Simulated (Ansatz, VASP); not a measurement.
# Two plane-wave programs on CdS

The input POSCAR:

```
CdS
1.0
    0.0000000000      2.9392148400      2.9392148400
    2.9392148400      0.0000000000      2.9392148400
    2.9392148400      2.9392148400      0.0000000000
Cd S
1 1
Direct
    0.0000000000      0.0000000000      0.0000000000
    0.2500000000      0.2500000000      0.2500000000
```

The input INCAR.step1:

```
SYSTEM = CdS
PREC = Accurate ; ENCUT = 520
EDIFF = 1E-5 ; ISMEAR = 0
SIGMA = 0.01 ; LREAL = .False.
LASPH = .True. ; NELM = 60
ALGO = Normal ; ISIF = 2
LWAVE = .True. ; LCHARG = .False.
GGA = PE ; NBANDS = 16
```

The input INCAR.step2:

```
SYSTEM = CdS
PREC = Accurate ; ENCUT = 520
EDIFF = 1E-7 ; ISMEAR = 0
SIGMA = 0.01 ; LREAL = .False.
LASPH = .True. ; NELM = 60
ALGO = Normal ; ISIF = 2
LWAVE = .False. ; LCHARG = .False.
GGA = PE ; LHFCALC = .True.
AEXX = 0.1 ; HFSCREEN = 0.5
PRECFOCK = Normal ; ISTART = 1
NBANDS = 16
```

The input KPOINTS:

```
Automatic mesh
0
Gamma
  4 4 4
  0 0 0
```

Input for Ansatz:

```yaml
crystal:
  lattice:
    - [0.0, 2.93921484, 2.93921484]
    - [2.93921484, 0.0, 2.93921484]
    - [2.93921484, 2.93921484, 0.0]
  atoms:
    - { symbol: Cd, position: [0.0, 0.0, 0.0] }
    - { symbol: S, position: [0.25, 0.25, 0.25] }
kpoints:
  mp_grid: { grid: [4, 4, 4] }
hamiltonian:
  xc: { exchange: pbe, correlation: pbe, exx: { coeff: 0.1, omega: 0.5 } }
scf:
  occupations: { method: fixed }
  n_extra_bands: 4
output:
  forces: true
  stress: true
  eigenvalues: true
```

Alike in both runs: task single point; functional PBE-based screened hybrid; k mesh 4 × 4 × 4; no spin polarisation.

|  | VASP | Ansatz |
| --- | --- | --- |
| version | VASP 6.6.1 | Ansatz 0.2.0 |
| potentials or method | VASP PAW PBE potentials, release 64 (Cd, S) | plane waves |
| plane-wave cutoff (eV) | 520 | 420 |
| occupations | gaussian, width 0.01 eV | fixed |
| valence electrons in the cell | 18 | 26 |

VASP gave:

```
gap on the k mesh at the Fermi level (eV) : 1.30
pressure (GPa)                            : 1.6
```

Problem. What did Ansatz give for the same quantities?

Solution. gap on the k mesh at the Fermi level (eV): 1.29; pressure (GPa): 1.3.

VASP's potentials were made for PBE, not for PBE-based screened hybrid. VASP's potentials hold 18 valence electrons a cell and Ansatz's 26, so a difference there can come from the potentials and not from the codes. Ansatz's warnings: stress exchange threshold loose, stress scf threshold loose.

The k mesh is coarse, so the values compare programs but aren't converged.
